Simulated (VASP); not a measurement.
# Sn (Im-3m) in VASP: notebook

Runs on Sn. Level: PBE. Tasks: single point.

All numbers are computed with VASP 6.6.1; they aren't measurements. Logs are shortened: lines on timing, memory, paths and dates and some standing lists are left out, and cuts for length are marked.

**1. The cell of the first run**

Symmetry: Im-3m, No. 229, cubic system. The conventional cell has a = 3.789 Å, b = 3.789 Å, c = 3.789 Å, α = 90.00°, β = 90.00°, γ = 90.00°. Sn (site symmetry m-3m) has 14 Sn at 3.28 to 3.79 Å within 4.3 Å.

**2. Single point, PBE**

Input file INCAR:

```
ALGO = Normal
EDIFF = 1E-6
ENCUT = 500
GGA = PE
GGA_COMPAT = F
ISIF = 2
ISMEAR = 0
LASPH = T
LCHARG = F
LREAL = F
LWAVE = F
NBANDS = 13
NELM = 120
PREC = Accurate
SIGMA = 0.1
```

Input file KPOINTS:

```
Automatic mesh
0
Gamma
  1 1 1
  0.5 0.5 0
```

Input file POSCAR:

```
Sn
1.0
   -1.8946518192      1.8946518192      1.8946518192
    1.8946518192     -1.8946518192      1.8946518192
    1.8946518192      1.8946518192     -1.8946518192
Sn
1
Direct
    0.0000000000      0.0000000000      0.0000000000
```

Potentials or basis: VASP PAW PBE potentials, release 64 (Sn_d).

Launch:

```console
cat potpaw_PBE.64/Sn_d/POTCAR > POTCAR
mpirun -np 1 vasp_std > vasp.out
```

OUTCAR:

```text
EDIFF = 1E-6
   ENCUT = 500
   GGA = PE
   ISIF = 2
   ISMEAR = 0
   LASPH = T
   LREAL = F
   NELM = 120
   PREC = Accurate

 ion  position               nearest neighbor table
   1  0.000  0.000  0.000-

  LATTYP: Found a body centered cubic cell.
 ALAT       =     3.7893036384

  Lattice vectors:

 A1 = (  -1.8946518192,   1.8946518192,   1.8946518192)
 A2 = (   1.8946518192,  -1.8946518192,   1.8946518192)
 A3 = (   1.8946518192,   1.8946518192,  -1.8946518192)

Analysis of symmetry for initial positions (statically):
=====================================================================
 Subroutine PRICEL returns:
 Original cell was already a primitive cell.

 Routine SETGRP: Setting up the symmetry group for a
 body centered cubic supercell.

 Subroutine GETGRP returns: Found 48 space group operations
 (whereof 48 operations were pure point group operations)
 out of a pool of 48 trial point group operations.

The static configuration has the point symmetry O_h .

Analysis of symmetry for dynamics (positions and initial velocities):
=====================================================================
 Subroutine PRICEL returns:
 Original cell was already a primitive cell.

 Routine SETGRP: Setting up the symmetry group for a
 body centered cubic supercell.

 Subroutine GETGRP returns: Found 48 space group operations
 (whereof 48 operations were pure point group operations)
 out of a pool of 48 trial point group operations.

The dynamic configuration has the point symmetry O_h .

 Subroutine INISYM returns: Found 48 space group operations
 (whereof 48 operations are pure point group operations),
 and found     1 'primitive' translations

----------------------------------------------------------------------------------------

                                     Primitive cell

  volume of cell :      27.2050

  direct lattice vectors                    reciprocal lattice vectors
    -1.894651819  1.894651819  1.894651819     0.000000000  0.263900731  0.263900731
     1.894651819 -1.894651819  1.894651819     0.263900731  0.000000000  0.263900731
     1.894651819  1.894651819 -1.894651819     0.263900731  0.263900731  0.000000000

  length of vectors
     3.281633214  3.281633214  3.281633214     0.373211993  0.373211993  0.373211993

  position of ions in fractional coordinates (direct lattice)
     0.000000000  0.000000000  0.000000000

  ion indices of the primitive-cell ions
   primitive index   ion index
                 1           1

----------------------------------------------------------------------------------------

 KPOINTS: Automatic mesh

Automatic generation of k-mesh.
 Grid dimensions read from file:
 generate k-points for:    1    1    1

 Generating k-lattice:

  Cartesian coordinates                     Fractional coordinates (reciprocal lattice)
     0.000000000  0.263900731  0.263900731     1.000000000  0.000000000  0.000000000
     0.263900731  0.000000000  0.263900731     0.000000000  1.000000000  0.000000000
     0.263900731  0.263900731  0.000000000     0.000000000  0.000000000  1.000000000

  Length of vectors
     0.373211993  0.373211993  0.373211993

  Shift w.r.t. Gamma in fractional coordinates (k-lattice)
     0.500000000  0.500000000  0.000000000

 Subroutine IBZKPT returns following result:
 ===========================================

 Found      1 irreducible k-points:

 Following reciprocal coordinates:
            Coordinates               Weight
  0.500000  0.500000  0.000000      6.000000
   k-points           NKPTS =      1   k-points in BZ     NKDIM =      1   number of bands    NBANDS=     13
   number of dos      NEDOS =    301   number of ions     NIONS =      1
   total plane-waves  NPLWV =  13824
   dimension x,y,z NGX =    24 NGY =   24 NGZ =   24
   dimension x,y,z NGXF=    48 NGYF=   48 NGZF=   48
   ions per type =               1
   NGX,Y,Z   is equivalent  to a cutoff of  12.16, 12.16, 12.16 a.u.
   NGXF,Y,Z  is equivalent  to a cutoff of  24.32, 24.32, 24.32 a.u.
 SYSTEM =  unknown system
   PREC   = accura    normal or accurate (medium, high low for compatibility)
   ISTART =      0    job   : 0-new  1-cont  2-samecut
   ICHARG =      2    charge: 1-file 2-atom 10-const
   ISPIN  =      1    spin polarized calculation?
   LNONCOLLINEAR =      F non collinear calculations
   LSORBIT =      F    spin-orbit coupling
   LASPH  =      T    aspherical Exc in radial PAW
   ENCUT  =  500.0 eV  36.75 Ry    6.06 a.u.   5.98  5.98  5.98*2*pi/ulx,y,z
   NELM   =    120;   NELMIN=  2; NELMDL= -5     # of ELM steps
   EDIFF  = 0.1E-05   stopping-criterion for ELM
   LREAL  =      F    real-space projection
[... 7 lines left out ...]
   TEBEG  =    0.0;   TEEND  =   0.0 temperature during run
   PSTRESS=    0.0 pullay stress
   NELECT =      14.0000    total number of electrons
   NUPDOWN=      -1.0000    fix difference up-down
   EMIN   =  10.00;   EMAX   =-10.00  energy-range for DOS
   EFERMI =   0.00;   METHOD = LEGACY
   ISMEAR =     0;   SIGMA  =   0.10  broadening in eV -4-tet -1-fermi 0-gaus
   EFERMI_NEDOS =   21; number of points for ismear=-14 and -15
   IALGO  =     38    algorithm
   IMIX   =      4    mixing-type and parameters
     AMIX     =   0.40;   BMIX     =  1.00
     AMIX_MAG =   1.60;   BMIX_MAG =  1.00
  volume/ion in A,a.u.               =      27.20       183.59
  Fermi-wavevector in a.u.,A,eV,Ry     =   1.311902  2.479136 23.416813  1.721087
  Thomas-Fermi vector in A             =   2.442332
   LORBIT       =      0    0 simple, 1 ext, 2 COOP (PROOUT), +10 PAW based schemes
   GGA     = PE    functional components
   LHFCALC =     F    Hartree Fock is set to
   AEXX    =    0.0000 exact exchange contribution
   IVDW    =     0    specifies the selected vdW correction
   LEPSILON=     F    determine dielectric tensor
   LRPA    =     F    only Hartree local field effects (RPA)
 non-spin polarized calculation
 Gauss-broadening in eV      SIGMA  =   0.10
  energy-cutoff  :      500.00
  volume of cell :       27.20
 maximum number of plane-waves:       686
 NGX is ok and might be reduce to    24
   NGX = 11   NGY = 11   NGZ = 11

 number of electron      13.9999996 magnetization

 Free energy of the ion-electron system (eV)
  ---------------------------------------------------
  ext. energy  EPLUGINS =         0.00000000
  ---------------------------------------------------
  free energy    TOTEN  =        -7.18621417 eV

  energy without entropy =       -7.18621417  energy(sigma->0) =       -7.18621417

 E-fermi :   4.2180     XC(G=0): -10.3879

 val. band max:        3.6402040415   @ k =   0.5000   0.5000   0.0000
 cond. band min:      11.6552744310   @ k =   0.5000   0.5000   0.0000
 fundamental gap:      8.0150703895
 Fermi energy:         4.2180190920

 k-point     1 :       0.5000    0.5000    0.0000
  band No.  band energies     occupation
      1     -13.6611      2.00000
      2     -13.5976      2.00000
      3     -13.4853      2.00000
      4     -13.4818      2.00000
      5     -13.3975      2.00000
      6       1.6297      2.00000
      7       3.6402      2.00000
      8      11.6553      0.00000
      9      13.4895      0.00000
     10      15.9949      0.00000
     11      16.3058      0.00000
     12      23.0082      0.00000
     13      24.0139      0.00000

------------------------ aborting loop because EDIFF is reached ----------------------------------------

  FORCE on cell =-STRESS in cart. coord.  units (eV):
  Direction    XX          YY          ZZ          XY          YZ          ZX
  --------------------------------------------------------------------------------------
  -------------------------------------------------------------------------------------
  Total       -2.7286213     -2.7286213     -2.7286213      0.0000000      0.0000000     -0.0000000
  in kB     -160.6962066   -160.6962066   -160.6962066      0.0000000      0.0000000     -0.0000000
  external PRESSURE =    -160.6962066 kB  Pullay stress =       0.0000000 kB

 VOLUME and BASIS-vectors are now :
 -----------------------------------------------------------------------------
  energy-cutoff  :      500.00
  volume of cell :       27.20
      direct lattice vectors                 reciprocal lattice vectors
    -1.894651819  1.894651819  1.894651819     0.000000000  0.263900731  0.263900731
     1.894651819 -1.894651819  1.894651819     0.263900731  0.000000000  0.263900731
     1.894651819  1.894651819 -1.894651819     0.263900731  0.263900731  0.000000000

 POSITION                                       TOTAL-FORCE (eV/Angst)
 -----------------------------------------------------------------------------------
      0.00000      0.00000      0.00000        -0.000000      0.000000      0.000000
 -----------------------------------------------------------------------------------
    total drift:                                0.000000      0.000000     -0.000000

  FREE ENERGIE OF THE ION-ELECTRON SYSTEM (eV)
  ---------------------------------------------------
  free  energy   TOTEN  =        -7.1862141657 eV

  energy  without entropy=       -7.1862141657  energy(sigma->0) =       -7.18621417
```

Run time: 3.6 s. Hardware: 1 thread of Intel Xeon 8259CL, shared host; peak memory 0.13 GiB.

The run converged, but its numbers aren't listed here, since they failed a check.

Caveat: the k points lie up to 2.34 Å⁻¹ apart; the mesh shows a gap though the element is a metal; spin-orbit coupling is left out, which moves the levels of the heavy elements.

**3. Single point, PBE**

Input file INCAR:

```
SYSTEM = Sn
  PREC = Accurate
  ENCUT = 500
  EDIFF = 1E-6
  ISMEAR = 0
  SIGMA = 0.1
  LREAL = .False.
  LASPH = .True.
  NELM = 120
  ALGO = Normal
  ISIF = 2
  LWAVE = .False.
  LCHARG = .True.
  GGA = PE
  LELF = .True.
  LVHAR = .True.
  NBANDS = 13
  GGA_COMPAT = .False.
```

Input file KPOINTS:

```
Automatic mesh
0
Gamma
  1 1 1
  0 0 0.5
```

Changes to POSCAR since step 2:

```diff
@@ -8,2 +8,2 @@
 Direct
-    0.0000000000      0.0000000000      0.0000000000
+    0.1319503655      0.0000000000      0.1319503655
```

Potentials or basis: VASP PAW PBE potentials, release 64 (Sn_d).

Launch:

```console
cat potpaw_PBE.64/Sn_d/POTCAR > POTCAR
mpirun -np 1 vasp_std > vasp.out
```

Wall time 4.1 s (1 thread of Intel Xeon 8259CL, shared host); peak memory 0.13 GiB.

The run converged, but its numbers aren't listed here, since they failed a check.

Caveat: the k points lie up to 2.34 Å⁻¹ apart; the mesh shows a gap though the element is a metal; spin-orbit coupling is left out, which moves the levels of the heavy elements.

**4. Single point, PBE**

Input file INCAR:

```
ALGO = Normal
EDIFF = 1E-6
ENCUT = 500
GGA = PE
GGA_COMPAT = False
ISIF = 2
ISMEAR = 0
LASPH = True
LCHARG = True
LELF = True
LREAL = False
LVHAR = True
LWAVE = False
NBANDS = 13
NELM = 120
PREC = Accurate
SIGMA = 0.1
```

Input file KPOINTS:

```
k-points
0
Gamma
  2 2 2
```

Changes to POSCAR since step 3:

```diff
@@ -8,2 +8,2 @@
 Direct
-    0.1319503655      0.0000000000      0.1319503655
+    0.0000000000      0.0000000000      0.0000000000
```

Launch:

```console
cat potpaw_PBE.64/Sn_d/POTCAR > POTCAR
mpirun -np 1 vasp_std > vasp.out
```

Run time: 4.7 s. Hardware: 1 thread of Intel Xeon 8259CL, shared host; peak memory 0.13 GiB.

Results (log left out):

* Free energy: -5.4359 eV
* Pressure: -3.7 GPa
* Band gap on the k mesh: zero (band 7 reaches 16.07 eV, above the bottom of band 8 at 7.62 eV)

Levels at points of the mesh, in eV from the Fermi level:
```tsv
k point	band 5	band 6	band 7	band 8	band 9	band 10
(0.00, 0.00, 0.00)	-20.93	-10.63	8.42	8.42	8.42	12.55
(0.50, 0.00, 0.00)	-20.84	-5.95	-3.97	4.05	5.89	8.40
(0.50, 0.50, 0.50)	-20.86	-2.01	-0.03	-0.03	-0.03	4.28
```

Caveat: the k points lie up to 1.17 Å⁻¹ apart; spin-orbit coupling is left out, which moves the levels of the heavy elements.

**5. Single point, PBE**

Input file INCAR:

```
SYSTEM = Sn
  PREC = Accurate
  ENCUT = 500
  EDIFF = 1E-6
  ISMEAR = 0
  SIGMA = 0.1
  LREAL = .False.
  LASPH = .True.
  NELM = 120
  ALGO = Normal
  ISIF = 2
  LWAVE = .False.
  LCHARG = .False.
  GGA = PE
  NBANDS = 13
  GGA_COMPAT = .False.
```

Input file KPOINTS:

```
regular mesh
0
Gamma
  2 2 2
  0 0 0
```

POSCAR is that of step 4.

Potentials or basis: VASP PAW PBE potentials, release 64 (Sn_d).

Launch:

```console
cat potpaw_PBE.64/Sn_d/POTCAR > POTCAR
mpirun -np 1 vasp_std > vasp.out
```

OUTCAR:

```text
SYSTEM = Sn
   PREC = Accurate
   ENCUT = 500
   EDIFF = 1E-6
   ISMEAR = 0
   LREAL = .False.
   LASPH = .True.
   NELM = 120
   ISIF = 2
   GGA = PE

 ion  position               nearest neighbor table
   1  0.000  0.000  0.000-

  LATTYP: Found a body centered cubic cell.
 ALAT       =     3.7893036384

  Lattice vectors:

 A1 = (  -1.8946518192,   1.8946518192,   1.8946518192)
 A2 = (   1.8946518192,  -1.8946518192,   1.8946518192)
[... 205 lines left out ...]
     12      26.2916      0.00000
     13      28.9178      0.00000

------------------------ aborting loop because EDIFF is reached ----------------------------------------

  FORCE on cell =-STRESS in cart. coord.  units (eV):
  Direction    XX          YY          ZZ          XY          YZ          ZX
  --------------------------------------------------------------------------------------
  -------------------------------------------------------------------------------------
  Total       -0.6231785     -0.6231785     -0.6231785     -0.0000000      0.0000000     -0.0000000
  in kB      -36.7007397    -36.7007397    -36.7007397     -0.0000000      0.0000000     -0.0000000
  external PRESSURE =     -36.7007397 kB  Pullay stress =       0.0000000 kB

 VOLUME and BASIS-vectors are now :
 -----------------------------------------------------------------------------
  energy-cutoff  :      500.00
  volume of cell :       27.20
      direct lattice vectors                 reciprocal lattice vectors
    -1.894651819  1.894651819  1.894651819     0.000000000  0.263900731  0.263900731
     1.894651819 -1.894651819  1.894651819     0.263900731  0.000000000  0.263900731
     1.894651819  1.894651819 -1.894651819     0.263900731  0.263900731  0.000000000

 POSITION                                       TOTAL-FORCE (eV/Angst)
 -----------------------------------------------------------------------------------
      0.00000      0.00000      0.00000        -0.000000      0.000000      0.000000
 -----------------------------------------------------------------------------------
    total drift:                                0.000000      0.000000      0.000000

  FREE ENERGIE OF THE ION-ELECTRON SYSTEM (eV)
  ---------------------------------------------------
  free  energy   TOTEN  =        -5.4359495762 eV

  energy  without entropy=       -5.4166667862  energy(sigma->0) =       -5.42630818
```

OSZICAR:

```text
N       E                     dE             d eps       ncg     rms          rms(c)
DAV:   1     0.668888704420E+02    0.66889E+02   -0.69856E+03    78   0.143E+03
DAV:   2    -0.127361511548E+01   -0.68162E+02   -0.66438E+02    78   0.286E+02
DAV:   3    -0.535599777134E+01   -0.40824E+01   -0.40483E+01   108   0.642E+01
DAV:   4    -0.544090802812E+01   -0.84910E-01   -0.84896E-01    98   0.976E+00
DAV:   5    -0.544403139409E+01   -0.31234E-02   -0.31233E-02   103   0.182E+00    0.152E+00
DAV:   6    -0.543769927606E+01    0.63321E-02   -0.91054E-03    93   0.149E+00    0.861E-01
DAV:   7    -0.543601117065E+01    0.16881E-02   -0.59366E-03    93   0.120E+00    0.107E-01
DAV:   8    -0.543595391306E+01    0.57258E-04   -0.53225E-04    98   0.393E-01    0.331E-02
DAV:   9    -0.543594985883E+01    0.40542E-05   -0.84941E-06   119   0.414E-02    0.210E-02
DAV:  10    -0.543594957621E+01    0.28262E-06   -0.23436E-06    93   0.220E-02
   1 F= -.54359496E+01 E0= -.54263082E+01  d E =-.192828E-01
```

Run time: 4.5 s. Hardware: 1 thread of Intel Xeon 8259CL, shared host; peak memory 0.13 GiB.

Results:

| Quantity | Value |
| --- | --- |
| Free energy | -5.4359 eV |
| Pressure | -3.7 GPa |
| Band gap on the k mesh | zero (band 7 reaches 16.07 eV, above the bottom of band 8 at 7.62 eV) |

Caveat: the k points lie up to 1.17 Å⁻¹ apart; spin-orbit coupling is left out, which moves the levels of the heavy elements.

(Continued in part 2 of 2.)
